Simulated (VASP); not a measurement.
Write the native input for VASP 6.6.1 that does the following.

```
Task                   : electric field gradients
Functional             : LDA
Potentials or basis    : VASP PAW LDA potentials, release 64 (Bi_d, Pt)
Cutoff                 : 520 eV
k mesh                 : 9 × 9 × 6
Occupations            : fermi-dirac, width 0.05 eV
Spin                   : no spin polarisation
Dipole correction      : no
Further INCAR settings : ALGO = Normal; EDIFF = 1e-08; NBANDS = 33
```

The structure of BiPt lies in POSCAR:

```
BiPt
1.0
    4.2860395604      0.0000000000      0.0000000000
   -2.1430197803      3.7118191409      0.0000000000
    0.0000000000      0.0000000000      5.4531532522
Bi Pt
2 2
Direct
    0.3333333333      0.6666666667      0.2500000000
    0.6666666667      0.3333333333      0.7500000000
    0.0000000000      0.0000000000      0.0000000000
    0.0000000000      0.0000000000      0.5000000000
```

One way to write it, as run:

INCAR

```
SYSTEM = BiPt
ALGO     = Normal         ! electronic algorithm
EDIFF    = 1E-8           ! SCF threshold, eV
ENCUT    = 520            ! plane-wave cutoff, eV
GGA      = CA             ! functional
ISIF     = 2              ! what is computed and relaxed
ISMEAR   = -1             ! smearing method
LASPH    = .TRUE.         ! aspherical terms in the spheres
LCHARG   = .FALSE.        ! write CHGCAR
LEFG     = .TRUE.       
LREAL    = .FALSE.        ! projectors in reciprocal space
LWAVE    = .FALSE.        ! write WAVECAR
NBANDS   = 33             ! bands
NELM     = 80             ! most SCF steps
PREC     = Accurate       ! precision mode
SIGMA    = 0.05           ! smearing width, eV
```

KPOINTS

```
k-points
0
G
  9 9 6
  0 0 0
```

Potentials or basis: VASP PAW LDA potentials, release 64 (Bi_d, Pt).

Run with:

```bash
$ cat potpaw_LDA.64/Bi_d/POTCAR potpaw_LDA.64/Pt/POTCAR > POTCAR
$ mpirun -np 1 vasp_std > vasp.out
```

It gave:

```yaml
Pressure: 2.9 GPa
Band_gap_on_the_k_mesh: zero (bands 25 and 26 overlap by 4.10 eV)
Largest_electric_field_gradient_by_atom: Bi +21.6; Pt -174.4 V/Å²
```

Caveat: without QUAD_EFG the Cq values of the log hold for a quadrupole moment of 1 mb, not for the nuclei; spin-orbit coupling is left out, which moves the levels of the heavy elements.

Wall time 55 s on 1 thread of Intel(R) Xeon(R) 6975P-C (Granite Rapids) (shared host), peak memory 0.24 GiB.
